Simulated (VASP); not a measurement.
# MoS2 in VASP: single point with PBEsol

Aim: the single point of MoS2 with PBEsol.

Program: VASP 6.6.1. These are calculated values, not measurements. Logs are shortened: lines on timing, memory, paths and dates and some standing lists are left out, and cuts for length are marked.

## (1) The cell of the first run

The cell holds a slab with vacuum, 9 atoms: a = 3.141 Å, b = 3.141 Å, c = 28.021 Å, α = 87.77°, β = 90.00°, γ = 119.99°.

## (2) Single point, PBEsol (strain +0.0450 x Voigt [0, 0, 0, 1, 0, 0])

File INCAR:

```
SYSTEM = MoS2
PREC = Accurate
ENCUT = 520
EDIFF = 1E-6
ISMEAR = 0
SIGMA = 0.05
LREAL = .False.
LASPH = .True.
NELM = 80
ALGO = Normal
ISIF = 2
LWAVE = .False.
LCHARG = .True.
GGA = PS
LELF = .True.
LVHAR = .True.
NBANDS = 49
```

File KPOINTS:

```
Automatic mesh
0
Gamma
  12 12 1
  0 0 0
```

File POSCAR:

```
MoS2
1.0
    3.1407285108      0.0000000000      0.0000000000
   -1.5703642554      2.7199506767      0.0611988902
    0.0000000000      0.6303128962     28.0139064959
Mo S
3 6
Direct
    0.6666666667      0.3333333333      0.0000000000
    0.3333333333      0.6666666667      0.7755311770
    0.3333333333      0.6666666667      0.2244688230
    0.3333333333      0.6666666667      0.0556609006
    0.6666666667      0.3333333333      0.8311968859
    0.6666666667      0.3333333333      0.2800842459
    0.3333333333      0.6666666667      0.9443390994
    0.6666666667      0.3333333333      0.7199157541
    0.6666666667      0.3333333333      0.1688031141
```

Potentials or basis: VASP PAW PBE potentials, release 64 (Mo_sv, S).

On the command line:

```bash
cat potpaw_PBE.64/Mo_sv/POTCAR potpaw_PBE.64/S/POTCAR > POTCAR
mpirun -np 1 vasp_std > vasp.out
```

OUTCAR:

```text
SYSTEM = MoS2
   PREC = Accurate
   ENCUT = 520
   EDIFF = 1E-6
   ISMEAR = 0
   LREAL = .False.
   LASPH = .True.
   NELM = 80
   ISIF = 2
   GGA = PS

 ion  position               nearest neighbor table
   1  0.667  0.333  0.000-   4 2.34   7 2.37   7 2.37   4 2.42   4 2.42   7 2.44
   2  0.333  0.667  0.776-   8 2.34   5 2.37   5 2.37   8 2.42   8 2.42   5 2.44
   3  0.333  0.667  0.224-   9 2.34   6 2.36   6 2.36   9 2.42   9 2.42   6 2.44
   4  0.333  0.667  0.056-   1 2.34   1 2.42   1 2.42
   5  0.667  0.333  0.831-   2 2.37   2 2.37   2 2.44
   6  0.667  0.333  0.280-   3 2.36   3 2.36   3 2.44
   7  0.333  0.667  0.944-   1 2.37   1 2.37   1 2.44
   8  0.667  0.333  0.720-   2 2.34   2 2.42   2 2.42
   9  0.667  0.333  0.169-   3 2.34   3 2.42   3 2.42

  LATTYP: Found a base centered monoclinic cell.
 ALAT       =     5.4412781542
 B/A-ratio  =     0.5772041829
 C/A-ratio  =     5.1497085473
 COS(beta)  =    -0.0449772303

  Lattice vectors:

 A1 = (  -1.5703642554,  -2.7199506767,  -0.0611988902)
 A2 = (   1.5703642554,  -2.7199506767,  -0.0611988902)
 A3 = (   0.0000000000,   0.6303128962,  28.0139064959)

Analysis of symmetry for initial positions (statically):
=====================================================================
 Subroutine PRICEL returns:
 Original cell was already a primitive cell.

 Routine SETGRP: Setting up the symmetry group for a
 base centered monoclinic supercell.

 Subroutine GETGRP returns: Found  2 space group operations
 (whereof  2 operations were pure point group operations)
 out of a pool of  4 trial point group operations.

The static configuration has the point symmetry C_1h.

Analysis of symmetry for dynamics (positions and initial velocities):
=====================================================================
 Subroutine PRICEL returns:
 Original cell was already a primitive cell.

 Routine SETGRP: Setting up the symmetry group for a
 base centered monoclinic supercell.

 Subroutine GETGRP returns: Found  2 space group operations
 (whereof  2 operations were pure point group operations)
 out of a pool of  4 trial point group operations.

The dynamic configuration has the point symmetry C_1h.

 Subroutine INISYM returns: Found  2 space group operations
 (whereof  2 operations are pure point group operations),
 and found     1 'primitive' translations

----------------------------------------------------------------------------------------

                                     Primitive cell

  volume of cell :     239.1912

  direct lattice vectors                    reciprocal lattice vectors
     3.140728511  0.000000000  0.000000000     0.318397466  0.183919972 -0.004138199
    -1.570364255  2.719950677  0.061198890     0.000000000  0.367839945 -0.008276399
     0.000000000  0.630312896 28.013906496     0.000000000 -0.000803579  0.035714637

  length of vectors
     3.140728511  3.141324702 28.020996619     0.367723575  0.367933042  0.035723676

  position of ions in fractional coordinates (direct lattice)
     0.666666667  0.333333333  1.000000000
     0.333333333  0.666666667  0.775531177
     0.333333333  0.666666667  0.224468823
     0.333333333  0.666666667  0.055660901
     0.666666667  0.333333333  0.831196886
     0.666666667  0.333333333  0.280084246
     0.333333333  0.666666667  0.944339099
     0.666666667  0.333333333  0.719915754
     0.666666667  0.333333333  0.168803114

  ion indices of the primitive-cell ions
   primitive index   ion index
                 1           1
                 2           2
                 3           3
                 4           4
                 5           5
                 6           6
                 7           7
                 8           8
                 9           9

----------------------------------------------------------------------------------------

 KPOINTS: Automatic mesh

Automatic generation of k-mesh.
 Grid dimensions read from file:
 generate k-points for:   12   12    1

 Generating k-lattice:

  Cartesian coordinates                     Fractional coordinates (reciprocal lattice)
     0.026533122  0.015326664 -0.000344850     0.083333333  0.000000000  0.000000000
     0.000000000  0.030653329 -0.000689700     0.000000000  0.083333333  0.000000000
     0.000000000 -0.000803579  0.035714637     0.000000000 -0.000000000  1.000000000

  Length of vectors
     0.030643631  0.030661087  0.035723676

  Shift w.r.t. Gamma in fractional coordinates (k-lattice)
     0.000000000  0.000000000  0.000000000

 Subroutine IBZKPT returns following result:
 ===========================================

 Found     43 irreducible k-points:

 Following reciprocal coordinates:
            Coordinates               Weight
  0.000000  0.000000  0.000000      1.000000
  0.083333 -0.000000  0.000000      4.000000
  0.166667 -0.000000  0.000000      4.000000
  0.250000  0.000000  0.000000      4.000000
  0.333333 -0.000000  0.000000      4.000000
  0.416667  0.000000  0.000000      4.000000
[... 16 lines left out ...]
  0.333333  0.166667  0.000000      4.000000
  0.416667  0.166667 -0.000000      4.000000
 [... further k-points ...]
   k-points           NKPTS =     43   k-points in BZ     NKDIM =     43   number of bands    NBANDS=     49
   number of dos      NEDOS =    301   number of ions     NIONS =      9
   total plane-waves  NPLWV = 120960
   dimension x,y,z NGX =    24 NGY =   24 NGZ =  210
   dimension x,y,z NGXF=    48 NGYF=   48 NGZF=  420
   ions per type =               3   6
   NGX,Y,Z   is equivalent  to a cutoff of  12.70, 12.70, 12.46 a.u.
   NGXF,Y,Z  is equivalent  to a cutoff of  25.41, 25.40, 24.92 a.u.
 SYSTEM =  MoS2
   PREC   = accura    normal or accurate (medium, high low for compatibility)
   ISTART =      0    job   : 0-new  1-cont  2-samecut
   ICHARG =      2    charge: 1-file 2-atom 10-const
   ISPIN  =      1    spin polarized calculation?
   LNONCOLLINEAR =      F non collinear calculations
   LSORBIT =      F    spin-orbit coupling
   LASPH  =      T    aspherical Exc in radial PAW
   ENCUT  =  520.0 eV  38.22 Ry    6.18 a.u.   5.84  5.84 52.10*2*pi/ulx,y,z
   NELM   =     80;   NELMIN=  2; NELMDL= -5     # of ELM steps
   EDIFF  = 0.1E-05   stopping-criterion for ELM
   LREAL  =      F    real-space projection
   EDIFFG = 0.1E-04   stopping-criterion for IOM
   NSW    =      0    number of steps for IOM
   IBRION =     -1    ionic relax: 0-MD 1-quasi-New 2-CG
   NFREE  =      0    steps in history (QN), initial steepest desc. (CG)
   ISIF   =      2    stress and relaxation
   ISYM   =      2    0-nonsym 1-usesym 2-fastsym
   POTIM  = 0.5000    time-step for ionic-motion
   TEBEG  =    0.0;   TEEND  =   0.0 temperature during run
   PSTRESS=    0.0 pullay stress
   NELECT =      78.0000    total number of electrons
   NUPDOWN=      -1.0000    fix difference up-down
   EMIN   =  10.00;   EMAX   =-10.00  energy-range for DOS
   EFERMI =   0.00;   METHOD = LEGACY
   ISMEAR =     0;   SIGMA  =   0.05  broadening in eV -4-tet -1-fermi 0-gaus
   EFERMI_NEDOS =   21; number of points for ismear=-14 and -15
   IALGO  =     38    algorithm
   IMIX   =      4    mixing-type and parameters
     AMIX     =   0.40;   BMIX     =  1.00
     AMIX_MAG =   1.60;   BMIX_MAG =  1.00
  volume/ion in A,a.u.               =      26.58       179.35
  Fermi-wavevector in a.u.,A,eV,Ry     =   1.126829  2.129398 17.275907  1.269743
  Thomas-Fermi vector in A             =   2.263512
   LORBIT       =      0    0 simple, 1 ext, 2 COOP (PROOUT), +10 PAW based schemes
   GGA     = PS    functional components
   LHFCALC =     F    Hartree Fock is set to
   AEXX    =    0.0000 exact exchange contribution
   IVDW    =     0    specifies the selected vdW correction
   LEPSILON=     F    determine dielectric tensor
   LRPA    =     F    only Hartree local field effects (RPA)
 non-spin polarized calculation
 Gauss-broadening in eV      SIGMA  =   0.05
  energy-cutoff  :      520.00
  volume of cell :      239.19
 maximum number of plane-waves:      6475
   NGX = 11   NGY = 11   NGZ =105

 number of electron      78.0000000 magnetization

 Free energy of the ion-electron system (eV)
  ---------------------------------------------------
  ext. energy  EPLUGINS =         0.00000000
  ---------------------------------------------------
  free energy    TOTEN  =       -70.18657970 eV

  energy without entropy =      -70.18657970  energy(sigma->0) =      -70.18657970

 E-fermi :   3.4641     XC(G=0):  -7.6706

 val. band max:        3.0607279601   @ k =   0.0000   0.0000   0.0000
 cond. band min:       4.2487432154   @ k =   0.1667   0.1667   0.0000
 fundamental gap:      1.1880152553
 Fermi energy:         3.4641067222

 k-point     1 :       0.0000    0.0000    0.0000
  band No.  band energies     occupation
      1     -58.1295      2.00000
      2     -58.1279      2.00000
      3     -58.1279      2.00000
      4     -32.3443      2.00000
      5     -32.3429      2.00000
      6     -32.3428      2.00000
[... 41 lines left out ...]
     48       5.7907      0.00000
     49       5.8196      0.00000

 k-point     2 :       0.0833   -0.0000    0.0000
  band No.  band energies     occupation
      1     -58.1265      2.00000
      2     -58.1249      2.00000
      3     -58.1249      2.00000
      4     -32.3384      2.00000
      5     -32.3370      2.00000
      6     -32.3370      2.00000
[... 41 lines left out ...]
     48       5.6507      0.00000
     49       5.7308      0.00000

 k-point     3 :       0.1667   -0.0000    0.0000
  band No.  band energies     occupation
      1     -58.1182      2.00000
      2     -58.1166      2.00000
      3     -58.1166      2.00000
      4     -32.3224      2.00000
      5     -32.3210      2.00000
      6     -32.3210      2.00000
[... 1081 lines left out ...]
     48       6.2417      0.00000
     49       6.9392      0.00000

 k-point    24 :       0.4167    0.1667   -0.0000
  band No.  band energies     occupation
      1     -58.0814      2.00000
      2     -58.0798      2.00000
      3     -58.0798      2.00000
      4     -32.4770      2.00000
      5     -32.4753      2.00000
      6     -32.4753      2.00000
[... 41 lines left out ...]
     48       6.3508      0.00000
     49       6.9028      0.00000

 [... further k-points ...]

------------------------ aborting loop because EDIFF is reached ----------------------------------------

  FORCE on cell =-STRESS in cart. coord.  units (eV):
  Direction    XX          YY          ZZ          XY          YZ          ZX
  --------------------------------------------------------------------------------------
  -------------------------------------------------------------------------------------
  Total        0.2786946      0.5102918      0.4631058      0.0000000     -6.4132158      0.0000000
  in kB        1.8667838      3.4180937      3.1020270      0.0000000    -42.9577228      0.0000000
  external PRESSURE =       2.7956348 kB  Pullay stress =       0.0000000 kB

 VOLUME and BASIS-vectors are now :
 -----------------------------------------------------------------------------
  energy-cutoff  :      520.00
  volume of cell :      239.19
      direct lattice vectors                 reciprocal lattice vectors
     3.140728511  0.000000000  0.000000000     0.318397466  0.183919972 -0.004138199
    -1.570364255  2.719950677  0.061198890     0.000000000  0.367839945 -0.008276399
     0.000000000  0.630312896 28.013906496     0.000000000 -0.000803579  0.035714637

 POSITION                                       TOTAL-FORCE (eV/Angst)
 -----------------------------------------------------------------------------------
      1.57036      0.90665      0.02040        -0.000000      0.074036     -0.003650
     -0.00000      2.30213     21.76646        -0.000000     -0.072907      0.003348
     -0.00000      1.95479      6.32905        -0.000000     -0.075839      0.004032
     -0.00000      1.84838      1.60008         0.000000     -0.697831      0.064674
      1.57036      1.43056     23.30547        -0.000000     -0.620384      0.062100
      1.57036      1.08319      7.86665        -0.000000     -0.637916      0.067336
     -0.00000      2.40853     26.49543        -0.000000      0.619515     -0.060477
      1.57036      1.36042     20.18805        -0.000000      0.712365     -0.071072
      1.57036      1.01305      4.74923        -0.000000      0.698961     -0.066291
 -----------------------------------------------------------------------------------
    total drift:                                0.000000     -0.000010      0.000006

  FREE ENERGIE OF THE ION-ELECTRON SYSTEM (eV)
  ---------------------------------------------------
  free  energy   TOTEN  =       -70.1865797004 eV

  energy  without entropy=      -70.1865797004  energy(sigma->0) =      -70.18657970
```

Wall time 19 min (1 thread of Intel Xeon 8259CL, shared host); peak memory 0.57 GiB.

Results:

- Free energy: -70.1866 eV
- Largest force: 0.716 eV/Å
- Band gap on the k mesh: 1.19 eV (least direct gap 1.75 eV)

Forces on the atoms (eV/Å):
```
Mo   0.000  0.074 -0.004
Mo   0.000 -0.073  0.003
Mo   0.000 -0.076  0.004
S    0.000 -0.698  0.065
S    0.000 -0.620  0.062
S    0.000 -0.638  0.067
S    0.000  0.620 -0.060
S    0.000  0.712 -0.071
S    0.000  0.699 -0.066
```

Levels at points of the mesh, in eV from the valence-band top:
```tsv
k point	band 37	band 38	band 39	band 40	band 41	band 42
(0.00, 0.00, 0.00)	-0.81	-0.32	0.00	2.29	2.30	2.33
(0.50, 0.00, 0.00)	-1.20	-1.14	-1.11	1.89	1.91	1.92
(0.00, 0.50, 0.00)	-1.22	-1.13	-1.06	1.89	1.91	1.92
```

Caveat: the cell differs from its parent crystal (strain +0.0450 x Voigt [0, 0, 0, 1, 0, 0]); there is no dipole correction, which matters where the two faces differ; the PAW data sets were made with another functional, which shifts forces and pressure a little.
